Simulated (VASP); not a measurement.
# BNH6 in VASP: further runs

Runs on BNH6. Level: RPBE. Tasks: single point.

All numbers are computed with VASP 6.6.1; they aren't measurements. Logs are shortened: lines on timing, memory, paths and dates and some standing lists are left out, and cuts for length are marked.

## (1) The cell of the first run

The cell holds a molecule in a box, 8 atoms: a = 12.000 Å, b = 12.000 Å, c = 12.000 Å, α = 90.00°, β = 90.00°, γ = 90.00°.

## (2) Single point, RPBE

Input file INCAR:

```
ALGO = Normal
EDIFF = 1E-6
EFERMI = MIDGAP
ENCUT = 520
GGA = RP
GGA_COMPAT = False
ISIF = 0
ISMEAR = 0
LASPH = True
LCHARG = False
LREAL = False
LWAVE = False
NBANDS = 23
NELM = 120
NELMDL = -8
PREC = Accurate
SIGMA = 0.03
```

Input file KPOINTS:

```
k-points
0
Gamma
  1 1 1
```

Input file POSCAR:

```
BH6N
1.0
   12.0000000000      0.0000000000      0.0000000000
    0.0000000000     12.0000000000      0.0000000000
    0.0000000000      0.0000000000     12.0000000000
B N H
1 1 6
Direct
    0.4924750000      0.5172291700      0.4416458300
    0.5256250000      0.4750708300      0.5672375000
    0.5019000000      0.4356291700      0.3828458300
    0.3973666700      0.5504708300      0.4489958300
    0.5587833300      0.5902125000      0.4197291700
    0.5201500000      0.5385791700      0.6228208300
    0.6048000000      0.4453875000      0.5692041700
    0.4739166700      0.4132875000      0.5929708300
```

Potentials or basis: VASP PAW PBE potentials, release 64 (B, N, H).

Launch:

```sh
$ cat potpaw_PBE.64/B/POTCAR potpaw_PBE.64/N/POTCAR potpaw_PBE.64/H/POTCAR > POTCAR
$ mpirun -np 1 vasp_gam > vasp.out
```

OUTCAR:

```text
EDIFF = 1E-6
   EFERMI = MIDGAP
   ENCUT = 520
   GGA = RP
   ISIF = 0
   ISMEAR = 0
   LASPH = True
   LREAL = False
   NELM = 120
   NELMDL = -8
   PREC = Accurate

 Found      1 irreducible k-points:

 Following reciprocal coordinates:
            Coordinates               Weight
  0.000000  0.000000  0.000000      1.000000
   k-points           NKPTS =      1   k-points in BZ     NKDIM =      1   number of bands    NBANDS=     23
   number of dos      NEDOS =    301   number of ions     NIONS =      8
   total plane-waves  NPLWV = 729000
   dimension x,y,z NGX =    90 NGY =   90 NGZ =   90
   dimension x,y,z NGXF=   180 NGYF=  180 NGZF=  180
   ions per type =               1   1   6
   NGX,Y,Z   is equivalent  to a cutoff of  12.47, 12.47, 12.47 a.u.
   NGXF,Y,Z  is equivalent  to a cutoff of  24.94, 24.94, 24.94 a.u.
 SYSTEM =  unknown system
   PREC   = accura    normal or accurate (medium, high low for compatibility)
   ISTART =      0    job   : 0-new  1-cont  2-samecut
   ICHARG =      2    charge: 1-file 2-atom 10-const
   ISPIN  =      1    spin polarized calculation?
   LNONCOLLINEAR =      F non collinear calculations
   LSORBIT =      F    spin-orbit coupling
   LASPH  =      T    aspherical Exc in radial PAW
   ENCUT  =  520.0 eV  38.22 Ry    6.18 a.u.  22.31 22.31 22.31*2*pi/ulx,y,z
   NELM   =    120;   NELMIN=  2; NELMDL= -8     # of ELM steps
   EDIFF  = 0.1E-05   stopping-criterion for ELM
   LREAL  =      F    real-space projection
   EDIFFG = 0.1E-04   stopping-criterion for IOM
   NSW    =      0    number of steps for IOM
   IBRION =     -1    ionic relax: 0-MD 1-quasi-New 2-CG
   NFREE  =      0    steps in history (QN), initial steepest desc. (CG)
   ISIF   =      0    stress and relaxation
   ISYM   =      2    0-nonsym 1-usesym 2-fastsym
   POTIM  = 0.5000    time-step for ionic-motion
   TEBEG  =    0.0;   TEEND  =   0.0 temperature during run

   SCALEE = 1.0000    scale energy and forces
   PSTRESS=    0.0 pullay stress
   NELECT =      14.0000    total number of electrons
   NUPDOWN=      -1.0000    fix difference up-down
   EMIN   =  10.00;   EMAX   =-10.00  energy-range for DOS
   EFERMI =   0.00;   METHOD = MIDGAP
   ISMEAR =     0;   SIGMA  =   0.03  broadening in eV -4-tet -1-fermi 0-gaus
   EFERMI_NEDOS =   21; number of points for ismear=-14 and -15
   IALGO  =     38    algorithm
   IMIX   =      4    mixing-type and parameters
     AMIX     =   0.40;   BMIX     =  1.00
     AMIX_MAG =   1.60;   BMIX_MAG =  1.00
  volume/ion in A,a.u.               =     216.00      1457.64
  Fermi-wavevector in a.u.,A,eV,Ry     =   0.328803  0.621348  1.470948  0.108112
  Thomas-Fermi vector in A             =   1.222706
   LORBIT       =      0    0 simple, 1 ext, 2 COOP (PROOUT), +10 PAW based schemes
   GGA     = RP    functional components
   LHFCALC =     F    Hartree Fock is set to
   AEXX    =    0.0000 exact exchange contribution
   IVDW    =     0    specifies the selected vdW correction
   LEPSILON=     F    determine dielectric tensor
   LRPA    =     F    only Hartree local field effects (RPA)

   CSHIFT  =0.1000    complex shift for real part using Kramers Kronig

   OMEGAMAX=  -1.0    maximum frequency
 non-spin polarized calculation
 Gauss-broadening in eV      SIGMA  =   0.03
  energy-cutoff  :      520.00
  volume of cell :     1728.00
 maximum number of plane-waves:     23293
 NGX is ok and might be reduce to    90
   NGX = 45   NGY = 45   NGZ = 45

 number of electron      14.0000002 magnetization

 Free energy of the ion-electron system (eV)
  ---------------------------------------------------
  ext. energy  EPLUGINS =         0.00000000
  ---------------------------------------------------
  free energy    TOTEN  =       -36.83253174 eV

  energy without entropy =      -36.83253174  energy(sigma->0) =      -36.83253174

 E-fermi :  -3.8181     XC(G=0):  -0.6492

 val. band max:       -6.3227138555   @ k =   0.0000   0.0000   0.0000
 cond. band min:      -1.3134868449   @ k =   0.0000   0.0000   0.0000
 fundamental gap:      5.0092270106
 Fermi energy:        -3.8181003502

 k-point     1 :       0.0000    0.0000    0.0000
  band No.  band energies     occupation
      1     -23.7158      2.00000
      2     -13.5276      2.00000
      3     -13.5268      2.00000
      4     -12.4159      2.00000
      5      -8.4155      2.00000
      6      -6.3234      2.00000
      7      -6.3227      2.00000
      8      -1.3135      0.00000
      9       0.1592      0.00000
     10       0.1655      0.00000
     11       0.1694      0.00000
     12       0.5935      0.00000
     13       0.7602      0.00000
     14       0.9126      0.00000
     15       1.1958      0.00000
     16       1.3730      0.00000
     17       1.4425      0.00000
     18       1.5121      0.00000
     19       1.5663      0.00000
 [bands above 19 left out]

------------------------ aborting loop because EDIFF is reached ----------------------------------------

 VOLUME and BASIS-vectors are now :
 -----------------------------------------------------------------------------
  energy-cutoff  :      520.00
  volume of cell :     1728.00
      direct lattice vectors                 reciprocal lattice vectors
    12.000000000  0.000000000  0.000000000     0.083333333  0.000000000  0.000000000
     0.000000000 12.000000000  0.000000000     0.000000000  0.083333333  0.000000000
     0.000000000  0.000000000 12.000000000     0.000000000  0.000000000  0.083333333

 POSITION                                       TOTAL-FORCE (eV/Angst)
 -----------------------------------------------------------------------------------
      5.90970      6.20675      5.29975        -0.044450      0.055704     -0.165142
      6.30750      5.70085      6.80685        -0.024836      0.032180     -0.102677
      6.02280      5.22755      4.59415         0.012276     -0.137111     -0.118849
      4.76840      6.60565      5.38795        -0.170115      0.063243     -0.002783
      6.70540      7.08255      5.03675         0.111913      0.133370     -0.054409
      6.24180      6.46295      7.47385        -0.010737      0.228161      0.255842
      7.25760      5.34465      6.83045         0.311962     -0.126324      0.048030
      5.68700      4.95945      7.11565        -0.186013     -0.249223      0.139989
 -----------------------------------------------------------------------------------
    total drift:                               -0.000389      0.000256     -0.000144

  FREE ENERGIE OF THE ION-ELECTRON SYSTEM (eV)
  ---------------------------------------------------
  free  energy   TOTEN  =       -36.8325317397 eV

  energy  without entropy=      -36.8325317397  energy(sigma->0) =      -36.83253174
```

It took 4.2 min on 1 thread of Intel Xeon Platinum 8259CL at 2.50GHz (Skylake/Cascade Lake), shared host; peak memory 1.1 GiB.

Results:

```
Free energy                     : -36.8325 eV
Largest force                   : 0.343 eV/Å
Gap between the frontier levels : 5.01 eV
```

Forces on the atoms (eV/Å):
```
B   -0.044  0.056 -0.165
N   -0.025  0.032 -0.103
H    0.012 -0.137 -0.119
H   -0.170  0.063 -0.003
H    0.112  0.133 -0.054
H   -0.011  0.228  0.256
H    0.312 -0.126  0.048
H   -0.186 -0.249  0.140
```

Caveat: the PAW data sets were made with another functional, which shifts forces and pressure a little.

## (3) Single point, RPBE

INCAR, as its differences from that of step 2:

```diff
@@ -3,3 +3,3 @@
 EFERMI = MIDGAP
-ENCUT = 520
+ENCUT = 720
 GGA = RP
@@ -12,3 +12,3 @@
 LWAVE = False
-NBANDS = 23
+NBANDS = 39
 NELM = 120
```

KPOINTS is that of step 2.

POSCAR is that of step 2.

Potentials or basis: VASP PAW PBE potentials, release 64 (B, N, H).

Launch:

```sh
$ cat potpaw_PBE.64/B/POTCAR potpaw_PBE.64/N/POTCAR potpaw_PBE.64/H/POTCAR > POTCAR
$ mpirun -np 1 vasp_gam > vasp.out
```

OUTCAR:

```text
EDIFF = 1E-6
   EFERMI = MIDGAP
   ENCUT = 720
   GGA = RP
   ISIF = 0
   ISMEAR = 0
   LASPH = True
   LREAL = False
   NELM = 120
   NELMDL = -8
   PREC = Accurate

 ion  position               nearest neighbor table
   1  0.492  0.517  0.442-   5 1.21   4 1.21   3 1.21   2 1.64
   2  0.526  0.475  0.567-   6 1.01   8 1.01   7 1.01   1 1.64
   3  0.502  0.436  0.383-   1 1.21
   4  0.397  0.550  0.449-   1 1.21
   5  0.559  0.590  0.420-   1 1.21
   6  0.520  0.539  0.623-   2 1.01
   7  0.605  0.445  0.569-   2 1.01
   8  0.474  0.413  0.593-   2 1.01

  LATTYP: Found a simple cubic cell.
 ALAT       =    12.0000000000

  Lattice vectors:

 A1 = (  12.0000000000,   0.0000000000,   0.0000000000)
 A2 = (   0.0000000000,  12.0000000000,   0.0000000000)
 A3 = (   0.0000000000,   0.0000000000,  12.0000000000)

Analysis of symmetry for initial positions (statically):
=====================================================================
 Subroutine PRICEL returns:
 Original cell was already a primitive cell.

 Routine SETGRP: Setting up the symmetry group for a
 simple cubic supercell.

 Subroutine GETGRP returns: Found  1 space group operations
 (whereof  1 operations were pure point group operations)
 out of a pool of 48 trial point group operations.

The static configuration has the point symmetry C_1 .

Analysis of symmetry for dynamics (positions and initial velocities):
=====================================================================
 Subroutine PRICEL returns:
 Original cell was already a primitive cell.

 Routine SETGRP: Setting up the symmetry group for a
 simple cubic supercell.

 Subroutine GETGRP returns: Found  1 space group operations
 (whereof  1 operations were pure point group operations)
[... 100 lines left out ...]

   SCALEE = 1.0000    scale energy and forces
   PSTRESS=    0.0 pullay stress
   NELECT =      14.0000    total number of electrons
   NUPDOWN=      -1.0000    fix difference up-down
   EMIN   =  10.00;   EMAX   =-10.00  energy-range for DOS
   EFERMI =   0.00;   METHOD = MIDGAP
   ISMEAR =     0;   SIGMA  =   0.03  broadening in eV -4-tet -1-fermi 0-gaus
   EFERMI_NEDOS =   21; number of points for ismear=-14 and -15
   IALGO  =     38    algorithm
   IMIX   =      4    mixing-type and parameters
     AMIX     =   0.40;   BMIX     =  1.00
     AMIX_MAG =   1.60;   BMIX_MAG =  1.00
  volume/ion in A,a.u.               =     216.00      1457.64
  Fermi-wavevector in a.u.,A,eV,Ry     =   0.328803  0.621348  1.470948  0.108112
  Thomas-Fermi vector in A             =   1.222706
   LORBIT       =      0    0 simple, 1 ext, 2 COOP (PROOUT), +10 PAW based schemes
   GGA     = RP    functional components
   LHFCALC =     F    Hartree Fock is set to
   AEXX    =    0.0000 exact exchange contribution
   IVDW    =     0    specifies the selected vdW correction
   LEPSILON=     F    determine dielectric tensor
   LRPA    =     F    only Hartree local field effects (RPA)

   CSHIFT  =0.1000    complex shift for real part using Kramers Kronig

   OMEGAMAX=  -1.0    maximum frequency
 non-spin polarized calculation
 Gauss-broadening in eV      SIGMA  =   0.03
  energy-cutoff  :      720.00
  volume of cell :     1728.00
 maximum number of plane-waves:     37963
 NGX is ok and might be reduce to   108
   NGX = 53   NGY = 53   NGZ = 53

 number of electron      14.0000002 magnetization

 Free energy of the ion-electron system (eV)
  ---------------------------------------------------
  ext. energy  EPLUGINS =         0.00000000
  ---------------------------------------------------
  free energy    TOTEN  =       -36.84359339 eV

  energy without entropy =      -36.84359339  energy(sigma->0) =      -36.84359339

 E-fermi :  -3.8183     XC(G=0):  -0.6494

 val. band max:       -6.3231516407   @ k =   0.0000   0.0000   0.0000
 cond. band min:      -1.3134006419   @ k =   0.0000   0.0000   0.0000
 fundamental gap:      5.0097509988
 Fermi energy:        -3.8182761413

 k-point     1 :       0.0000    0.0000    0.0000
  band No.  band energies     occupation
      1     -23.7169      2.00000
      2     -13.5296      2.00000
      3     -13.5288      2.00000
      4     -12.4169      2.00000
      5      -8.4159      2.00000
      6      -6.3239      2.00000
[... 11 lines left out ...]
     18       1.5120      0.00000
     19       1.5662      0.00000
 [bands above 19 left out]

------------------------ aborting loop because EDIFF is reached ----------------------------------------

 VOLUME and BASIS-vectors are now :
 -----------------------------------------------------------------------------
  energy-cutoff  :      720.00
  volume of cell :     1728.00
      direct lattice vectors                 reciprocal lattice vectors
    12.000000000  0.000000000  0.000000000     0.083333333  0.000000000  0.000000000
     0.000000000 12.000000000  0.000000000     0.000000000  0.083333333  0.000000000
     0.000000000  0.000000000 12.000000000     0.000000000  0.000000000  0.083333333

 POSITION                                       TOTAL-FORCE (eV/Angst)
 -----------------------------------------------------------------------------------
      5.90970      6.20675      5.29975        -0.045526      0.057196     -0.169314
      6.30750      5.70085      6.80685        -0.026800      0.034978     -0.111090
      6.02280      5.22755      4.59415         0.011418     -0.130984     -0.114264
      4.76840      6.60565      5.38795        -0.162866      0.060766     -0.003176
      6.70540      7.08255      5.03675         0.106902      0.127711     -0.052562
      6.24180      6.46295      7.47385        -0.011220      0.233333      0.260122
      7.25760      5.34465      6.83045         0.318409     -0.128748      0.048161
      5.68700      4.95945      7.11565        -0.190318     -0.254251      0.142123
 -----------------------------------------------------------------------------------
    total drift:                               -0.000014     -0.000256      0.000012

  FREE ENERGIE OF THE ION-ELECTRON SYSTEM (eV)
  ---------------------------------------------------
  free  energy   TOTEN  =       -36.8435933910 eV

  energy  without entropy=      -36.8435933910  energy(sigma->0) =      -36.84359339
```

OSZICAR:

```text
N       E                     dE             d eps       ncg     rms          rms(c)
DAV:   1     0.145008507481E+03    0.14501E+03   -0.32450E+03    78   0.250E+02
DAV:   2     0.696721911702E+01   -0.13804E+03   -0.10112E+03   133   0.448E+01
DAV:   3    -0.398409497537E+02   -0.46808E+02   -0.46441E+02   108   0.394E+01
[... 19 lines left out ...]
DAV:  23    -0.368435737407E+02   -0.27813E-04   -0.29234E-06    92   0.303E-03    0.148E-03
DAV:  24    -0.368435886568E+02   -0.14916E-04   -0.82500E-07    78   0.177E-03    0.497E-04
DAV:  25    -0.368435905438E+02   -0.18871E-05   -0.40455E-08    92   0.435E-04    0.283E-04
DAV:  26    -0.368435931587E+02   -0.26148E-05   -0.45542E-08    78   0.399E-04    0.122E-04
DAV:  27    -0.368435933910E+02   -0.23230E-06   -0.29751E-09    92   0.118E-04
   1 F= -.36843593E+02 E0= -.36843593E+02  d E =0.000000E+00
```

It took 5.8 min on 1 thread of Intel Xeon Platinum 8259CL at 2.50GHz (Skylake/Cascade Lake), shared host; peak memory 1.8 GiB.

Results:

```yaml
Free_energy: -36.8436 eV
Largest_force: 0.350 eV/Å
Gap_between_the_frontier_levels: 5.01 eV
```

Forces on the atoms (eV/Å):
```
B   -0.046  0.057 -0.169
N   -0.027  0.035 -0.111
H    0.011 -0.131 -0.114
H   -0.163  0.061 -0.003
H    0.107  0.128 -0.053
H   -0.011  0.233  0.260
H    0.318 -0.129  0.048
H   -0.190 -0.254  0.142
```

Levels at points of the mesh, in eV from the valence-band top:
```tsv
k point	band 5	band 6	band 7	band 8	band 9	band 10
(0.00, 0.00, 0.00)	-2.09	0.00	0.00	5.01	6.48	6.49
```

Caveat: the PAW data sets were made with another functional, which shifts forces and pressure a little.
